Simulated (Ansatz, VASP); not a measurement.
Given: the input of a run of VASP 6.6.1 on As.

INCAR

```
SYSTEM = As
PREC = Accurate
ENCUT = 500
EDIFF = 1E-6
ISMEAR = -1
SIGMA = 0.03
LREAL = .False.
LASPH = .True.
NELM = 120
ALGO = Normal
ISIF = 2
LWAVE = .False.
LCHARG = .False.
GGA = PE
NBANDS = 12
GGA_COMPAT = .False.
```

KPOINTS

```
Automatic mesh
0
Gamma
  5 5 5
  0 0 0
```

The input POSCAR:

```
As
1.0
    1.8807968987      1.0858785957      3.5140619945
   -1.8807968987      1.0858785957      3.5140619945
    0.0000000000     -2.1717571915      3.5140619945
As
2
Direct
    0.2260000000      0.2260000000      0.2260000000
    0.7740000000      0.7740000000      0.7740000000
```

Potentials or basis: VASP PAW PBE potentials, release 64 (As).

The run is started by

```bash
$ cat potpaw_PBE.64/As/POTCAR > POTCAR
$ mpirun -np 1 vasp_std > vasp.out
```

Problem. Set up the same calculation for Ansatz 0.2.0. Potentials there: all-electron LAPW, scalar-relativistic.

Solution. As run (the cutoff follows the program's own potentials):

The input input.yaml:

```yaml
crystal:
  lattice:
    - [1.8807968987, 1.0858785957, 3.5140619945]
    - [-1.8807968987, 1.0858785957, 3.5140619945]
    - [0.0, -2.1717571915, 3.5140619945]
  atoms:
    - { symbol: As, position: [0.226, 0.226, 0.226] }
    - { symbol: As, position: [0.774, 0.774, 0.774] }
kpoints:
  mp_grid: { grid: [5, 5, 5] }
scf:
  occupations: { method: fermi_dirac, width: 0.03 }
hamiltonian:
  xc: pbe
  pseudopotentials: { kind: all_electron, lapw: { basis_error: 0.002 } }
output:
  forces: true
  stress: true
  eigenvalues: true
```

Potentials or basis: all-electron LAPW, scalar-relativistic.

Run with:

```console
$ ansatz run input.yaml --threads 1 --pin off --max-ram 2560MiB --backend cpu --events-out ev --progress --plain --runs-dir out
```

Both were run:

|  | VASP | Ansatz | Ansatz less VASP |
| --- | --- | --- | --- |
| gap on the k mesh at the Fermi level (eV) | 0.09 | 0.08 | -0.002 |
| least direct gap on the mesh (eV) | 0.53 | 0.52 | -0.011 |
| pressure (GPa) | 3.7 | 3.4 | -0.29 |
| traceless stress, the component that is largest in VASP (GPa) | -1.80 | -1.69 | +0.118 |
| rms of the force components (eV/Å) | 0.172 | 0.139 | -0.0326 |

Atom by atom the forces differ by 0.033 eV/Å (rms over components). Ansatz ran all-electron here, and VASP with PAW potentials.
